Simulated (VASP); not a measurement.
# H (Cmce) in VASP: notebook

H is run at these levels: PBE; tasks: single point.

Program: VASP 6.6.1. These are calculated values, not measurements. Logs are shortened: lines on timing, memory, paths and dates and some standing lists are left out, and cuts for length are marked.

### 1 The cell of the first run

Symmetry: Cmce, No. 64, orthorhombic system. Conventional cell: a = 5.178 Å, b = 5.300 Å, c = 4.396 Å, α = 90.00°, β = 90.00°, γ = 90.00°. H (site symmetry m) has 1 H at 0.76 Å within 1.0 Å.

### 2 Single point, PBE (strained)

The input, INCAR:

```
SYSTEM = H
ALGO = Normal
EDIFF = 1E-7
ENCUT = 520
GGA = PE
ISIF = 2
ISMEAR = 0
LASPH = .True.
LCHARG = .False.
LREAL = .False.
LWAVE = .False.
NBANDS = 10
NELM = 60
PREC = Accurate
SIGMA = 0.02
```

The input, KPOINTS:

```
k-points
0
Gamma
  6 6 6
  0 0 0
```

The input, POSCAR:

```
H
1.0
    2.5889563649     -2.6499441876      0.0000000000
    2.5889563649      2.6499441876      0.0000000000
    0.0000000000      0.0000000000      4.3958356979
H
4
Direct
    0.9640410387      0.0359589613      0.0742062351
    0.4640410387      0.5359589613      0.4257937649
    0.5359589613      0.4640410387      0.5742062351
    0.0359589613      0.9640410387      0.9257937649
```

Potentials or basis: VASP PAW PBE potentials, release 64 (H).

The run is started by

```sh
cat potpaw_PBE.64/H/POTCAR > POTCAR
mpirun -np 1 vasp_std > vasp.out
```

OUTCAR:

```text
SYSTEM = H
   EDIFF = 1E-7
   ENCUT = 520
   GGA = PE
   ISIF = 2
   ISMEAR = 0
   LASPH = .True.
   LREAL = .False.
   NELM = 60
   PREC = Accurate

 ion  position               nearest neighbor table
   1  0.964  0.036  0.074-   4 0.76
   2  0.464  0.536  0.426-   3 0.76
   3  0.536  0.464  0.574-   2 0.76
   4  0.036  0.964  0.926-   1 0.76

  LATTYP: Found a base centered orthorhombic cell.
 ALAT       =     5.1779127298
 B/A-ratio  =     1.0235569141
 C/A-ratio  =     0.8489590164

  Lattice vectors:

 A1 = (   2.5889563649,  -2.6499441876,   0.0000000000)
 A2 = (   2.5889563649,   2.6499441876,   0.0000000000)
 A3 = (   0.0000000000,   0.0000000000,   4.3958356979)

Analysis of symmetry for initial positions (statically):
=====================================================================
 Subroutine PRICEL returns:
 Original cell was already a primitive cell.

 Routine SETGRP: Setting up the symmetry group for a
 base centered orthorhombic supercell.

 Subroutine GETGRP returns: Found  8 space group operations
 (whereof  4 operations were pure point group operations)
 out of a pool of  8 trial point group operations.

The static configuration has the point symmetry C_2h.
 The point group associated with its full space group is D_2h.

Analysis of symmetry for dynamics (positions and initial velocities):
=====================================================================
 Subroutine PRICEL returns:
 Original cell was already a primitive cell.

 Routine SETGRP: Setting up the symmetry group for a
 base centered orthorhombic supercell.

 Subroutine GETGRP returns: Found  8 space group operations
 (whereof  4 operations were pure point group operations)
 out of a pool of  8 trial point group operations.

The dynamic configuration has the point symmetry C_2h.
 The point group associated with its full space group is D_2h.

 Subroutine INISYM returns: Found  8 space group operations
 (whereof  4 operations are pure point group operations),
 and found     1 'primitive' translations

----------------------------------------------------------------------------------------

                                     Primitive cell

  volume of cell :      60.3161

  direct lattice vectors                    reciprocal lattice vectors
     2.588956365 -2.649944188  0.000000000     0.193128014 -0.188683219  0.000000000
     2.588956365  2.649944188  0.000000000     0.193128014  0.188683219  0.000000000
     0.000000000  0.000000000  4.395835698     0.000000000  0.000000000  0.227488029

  length of vectors
     3.704713114  3.704713114  4.395835698     0.269999605  0.269999605  0.227488029

  position of ions in fractional coordinates (direct lattice)
     0.964041039  0.035958961  0.074206235
     0.464041039  0.535958961  0.425793765
     0.535958961  0.464041039  0.574206235
     0.035958961  0.964041039  0.925793765

  ion indices of the primitive-cell ions
   primitive index   ion index
                 1           1
                 2           2
                 3           3
                 4           4

----------------------------------------------------------------------------------------

 KPOINTS: k-points

Automatic generation of k-mesh.
 Grid dimensions read from file:
 generate k-points for:    6    6    6

 Generating k-lattice:

  Cartesian coordinates                     Fractional coordinates (reciprocal lattice)
     0.032188002 -0.031447203  0.000000000     0.166666667  0.000000000  0.000000000
     0.032188002  0.031447203  0.000000000     0.000000000  0.166666667  0.000000000
     0.000000000  0.000000000  0.037914672     0.000000000  0.000000000  0.166666667

  Length of vectors
     0.044999934  0.044999934  0.037914672

  Shift w.r.t. Gamma in fractional coordinates (k-lattice)
     0.000000000  0.000000000  0.000000000

 Subroutine IBZKPT returns following result:
 ===========================================

 Found     52 irreducible k-points:

 Following reciprocal coordinates:
            Coordinates               Weight
  0.000000  0.000000  0.000000      1.000000
  0.166667 -0.000000  0.000000      4.000000
  0.333333 -0.000000  0.000000      4.000000
  0.500000 -0.000000  0.000000      2.000000
  0.166667  0.166667  0.000000      2.000000
  0.333333  0.166667  0.000000      4.000000
[... 16 lines left out ...]
  0.333333  0.333333  0.166667      4.000000
  0.500000  0.333333  0.166667      8.000000
 [... further k-points ...]
   k-points           NKPTS =     52   k-points in BZ     NKDIM =     52   number of bands    NBANDS=     10
   number of dos      NEDOS =    301   number of ions     NIONS =      4
   total plane-waves  NPLWV =  28224
   dimension x,y,z NGX =    28 NGY =   28 NGZ =   36
   dimension x,y,z NGXF=    56 NGYF=   56 NGZF=   72
   ions per type =               4
   NGX,Y,Z   is equivalent  to a cutoff of  12.56, 12.56, 13.61 a.u.
   NGXF,Y,Z  is equivalent  to a cutoff of  25.13, 25.13, 27.23 a.u.
 SYSTEM =  H
   PREC   = accura    normal or accurate (medium, high low for compatibility)
   ISTART =      0    job   : 0-new  1-cont  2-samecut
   ICHARG =      2    charge: 1-file 2-atom 10-const
   ISPIN  =      1    spin polarized calculation?
   LNONCOLLINEAR =      F non collinear calculations
   LSORBIT =      F    spin-orbit coupling
   LASPH  =      T    aspherical Exc in radial PAW
   ENCUT  =  520.0 eV  38.22 Ry    6.18 a.u.   6.89  6.89  8.17*2*pi/ulx,y,z
   NELM   =     60;   NELMIN=  2; NELMDL= -5     # of ELM steps
   EDIFF  = 0.1E-06   stopping-criterion for ELM
   LREAL  =      F    real-space projection
   EDIFFG = 0.1E-05   stopping-criterion for IOM
   NSW    =      0    number of steps for IOM
   IBRION =     -1    ionic relax: 0-MD 1-quasi-New 2-CG
   NFREE  =      0    steps in history (QN), initial steepest desc. (CG)
   ISIF   =      2    stress and relaxation
   ISYM   =      2    0-nonsym 1-usesym 2-fastsym
   POTIM  = 0.5000    time-step for ionic-motion
   TEBEG  =    0.0;   TEEND  =   0.0 temperature during run
   PSTRESS=    0.0 pullay stress
   NELECT =       4.0000    total number of electrons
   NUPDOWN=      -1.0000    fix difference up-down
   EMIN   =  10.00;   EMAX   =-10.00  energy-range for DOS
   EFERMI =   0.00;   METHOD = LEGACY
   ISMEAR =     0;   SIGMA  =   0.02  broadening in eV -4-tet -1-fermi 0-gaus
   EFERMI_NEDOS =   21; number of points for ismear=-14 and -15
   IALGO  =     38    algorithm
   IMIX   =      4    mixing-type and parameters
     AMIX     =   0.40;   BMIX     =  1.00
     AMIX_MAG =   1.60;   BMIX_MAG =  1.00
  volume/ion in A,a.u.               =      15.08       101.76
  Fermi-wavevector in a.u.,A,eV,Ry     =   0.662649  1.252226  5.974377  0.439104
  Thomas-Fermi vector in A             =   1.735785
   LORBIT       =      0    0 simple, 1 ext, 2 COOP (PROOUT), +10 PAW based schemes
   GGA     = PE    functional components
   LHFCALC =     F    Hartree Fock is set to
   AEXX    =    0.0000 exact exchange contribution
   IVDW    =     0    specifies the selected vdW correction
   LEPSILON=     F    determine dielectric tensor
   LRPA    =     F    only Hartree local field effects (RPA)
 non-spin polarized calculation
 Gauss-broadening in eV      SIGMA  =   0.02
  energy-cutoff  :      520.00
  volume of cell :       60.32
 maximum number of plane-waves:      1644
   NGX = 13   NGY = 13   NGZ = 17

 number of electron       3.9999997 magnetization

 Free energy of the ion-electron system (eV)
  ---------------------------------------------------
  ext. energy  EPLUGINS =         0.00000000
  ---------------------------------------------------
  free energy    TOTEN  =       -13.58003454 eV

  energy without entropy =      -13.58003454  energy(sigma->0) =      -13.58003454

 E-fermi :  -8.5435     XC(G=0):  -4.7589

 val. band max:       -8.6985538559   @ k =   0.0000   0.0000   0.0000
 cond. band min:       0.5258601231   @ k =   0.5000  -0.0000   0.5000
 fundamental gap:      9.2244139790
 Fermi energy:        -8.5435094632

 k-point     1 :       0.0000    0.0000    0.0000
  band No.  band energies     occupation
      1     -10.2457      2.00000
      2      -8.6986      2.00000
      3       1.9258      0.00000
      4       3.5990      0.00000
      5       4.9488      0.00000
      6       6.3697      0.00000
      7       6.4413      0.00000
      8       8.3513      0.00000
      9       9.0625      0.00000
     10      11.1654      0.00000

 k-point     2 :       0.1667   -0.0000    0.0000
  band No.  band energies     occupation
      1     -10.1131      2.00000
      2      -8.7534      2.00000
      3       2.1244      0.00000
      4       3.3467      0.00000
      5       3.8787      0.00000
      6       5.8544      0.00000
      7       7.2025      0.00000
      8       8.2929      0.00000
      9      10.7052      0.00000
     10      11.0111      0.00000

 k-point     3 :       0.3333   -0.0000    0.0000
  band No.  band energies     occupation
      1      -9.7602      2.00000
      2      -8.9514      2.00000
      3       2.2716      0.00000
      4       2.5669      0.00000
      5       3.3451      0.00000
      6       5.5931      0.00000
      7       7.7724      0.00000
      8       8.1429      0.00000
      9      10.1612      0.00000
     10      11.2031      0.00000

 k-point     4 :       0.5000   -0.0000    0.0000
  band No.  band energies     occupation
      1      -9.3172      2.00000
      2      -9.3172      2.00000
      3       2.0990      0.00000
      4       2.0990      0.00000
      5       4.3903      0.00000
      6       4.3903      0.00000
      7       8.6805      0.00000
      8       8.6805      0.00000
      9       9.5626      0.00000
     10       9.5626      0.00000
[... 222 lines left out ...]
 k-point    22 :      -0.1667    0.1667    0.1667
  band No.  band energies     occupation
      1      -9.9072      2.00000
      2      -8.8605      2.00000
      3       1.7177      0.00000
      4       2.5275      0.00000
      5       4.5278      0.00000
      6       5.4489      0.00000
      7       7.6311      0.00000
      8       9.5333      0.00000
      9       9.9496      0.00000
     10      10.9816      0.00000

 k-point    23 :       0.3333    0.3333    0.1667
  band No.  band energies     occupation
      1      -9.3608      2.00000
      2      -9.0057      2.00000
      3       1.6909      0.00000
      4       2.3777      0.00000
      5       2.8424      0.00000
      6       5.8755      0.00000
      7       6.4115      0.00000
      8       7.7582      0.00000
      9       9.2669      0.00000
     10       9.8784      0.00000

 k-point    24 :       0.5000    0.3333    0.1667
  band No.  band energies     occupation
      1      -9.1394      2.00000
      2      -9.1207      2.00000
      3       1.3985      0.00000
      4       2.2332      0.00000
      5       3.6688      0.00000
      6       4.7494      0.00000
      7       6.8806      0.00000
      8       8.2536      0.00000
      9       8.3624      0.00000
     10       8.5643      0.00000

 [... further k-points ...]
[... 5 lines left out ...]
  --------------------------------------------------------------------------------------
  -------------------------------------------------------------------------------------
  Total       -0.0347240     -0.1227434     -0.2416860      0.0000000      0.0000000      0.0000000
  in kB       -0.9223749     -3.2604365     -6.4199124      0.0000000      0.0000000      0.0000000
  external PRESSURE =      -3.5342412 kB  Pullay stress =       0.0000000 kB

 VOLUME and BASIS-vectors are now :
 -----------------------------------------------------------------------------
  energy-cutoff  :      520.00
  volume of cell :       60.32
      direct lattice vectors                 reciprocal lattice vectors
     2.588956365 -2.649944188  0.000000000     0.193128014 -0.188683219  0.000000000
     2.588956365  2.649944188  0.000000000     0.193128014  0.188683219  0.000000000
     0.000000000  0.000000000  4.395835698     0.000000000  0.000000000  0.227488029

 POSITION                                       TOTAL-FORCE (eV/Angst)
 -----------------------------------------------------------------------------------
      2.58896     -2.45937      0.32620         0.000000     -0.085743     -0.151171
      2.58896      0.19058      1.87172         0.000000     -0.085743      0.151171
      2.58896     -0.19058      2.52412         0.000000      0.085743     -0.151171
      2.58896      2.45937      4.06964         0.000000      0.085743      0.151171
 -----------------------------------------------------------------------------------
    total drift:                                0.000000     -0.000000      0.000000

  FREE ENERGIE OF THE ION-ELECTRON SYSTEM (eV)
  ---------------------------------------------------
  free  energy   TOTEN  =       -13.5800345416 eV

  energy  without entropy=      -13.5800345416  energy(sigma->0) =      -13.58003454
```

It took 36 s on 1 thread of AMD EPYC 7R43 (Zen 3), shared host; peak memory 0.13 GiB.

Results:

- Free energy: -13.5800 eV
- Pressure: -0.4 GPa
- Largest force: 0.174 eV/Å
- Band gap on the k mesh: 9.22 eV, indirect (least direct gap 9.75 eV)

Forces in eV/Å, atoms in the order of the input:
```
H    0.000 -0.086 -0.151
H    0.000 -0.086  0.151
H    0.000  0.086 -0.151
H    0.000  0.086  0.151
```

Caveat: the cell differs from its parent crystal (strained).

### 3 Single point, PBE

This run uses another cell than the first one, of 15.39 Å³/atom, 1.021 times its volume.

The input, INCAR:

```
PREC = Accurate
ENCUT = 520
EDIFF = 1E-6
ISMEAR = 0
SIGMA = 0.02
LREAL = False
LASPH = True
NELM = 60
ALGO = Normal
ISIF = 2
LWAVE = False
LCHARG = True
GGA = PE
LELF = True
LVHAR = True
NBANDS = 10
```

The input, KPOINTS:

```
regular mesh
0
Gamma
  6 6 6
```

The input, POSCAR:

```
H
1.0
    2.7214778465     -2.5578513400      0.0000000000
    2.7214778465      2.5578513400      0.0000000000
    0.0000000000      0.0000000000      4.4228899490
H
4
Direct
    0.9520684212      0.0479315788      0.0642907473
    0.4520684212      0.5479315788      0.4357092527
    0.5479315788      0.4520684212      0.5642907473
    0.0479315788      0.9520684212      0.9357092527
```

Potentials or basis: VASP PAW PBE potentials, release 64 (H).

The run is started by

```sh
cat potpaw_PBE.64/H/POTCAR > POTCAR
mpirun -np 1 vasp_std > vasp.out
```

Wall time 9.4 s (1 thread of Intel Xeon 6975P-C (Granite Rapids), shared host); peak memory 0.16 GiB.

The run converged. Its results:

```yaml
Free_energy: -13.5820 eV
Pressure: -0.2 GPa
Largest_force: 0.014 eV/Å
Band_gap_on_the_k_mesh: 9.32 eV, indirect (least direct gap 9.82 eV)
```

Forces in eV/Å, atoms in the order of the input:
```
H    0.000 -0.009 -0.011
H    0.000 -0.009  0.011
H    0.000  0.009 -0.011
H    0.000  0.009  0.011
```

Levels at points of the mesh, in eV from the valence-band top:
```csv
k point,band 1,band 2,band 3,band 4,band 5
"(0.00, 0.00, 0.00)",-1.48,0.00,10.96,12.21,13.06
"(0.50, 0.00, 0.00)",-0.59,-0.59,10.65,10.65,13.46
"(0.50, 0.50, 0.00)",-0.49,-0.24,9.87,10.42,13.55
"(0.00, 0.00, 0.50)",-0.75,-0.75,10.44,10.44,15.28
"(0.50, 0.00, 0.50)",-0.50,-0.50,9.32,9.32,15.52
"(0.50, 0.50, 0.50)",-0.31,-0.31,11.07,11.07,12.31
```

A k mesh can miss the band edges. PBE gaps usually lie below the measured ones, often by a third to a half.
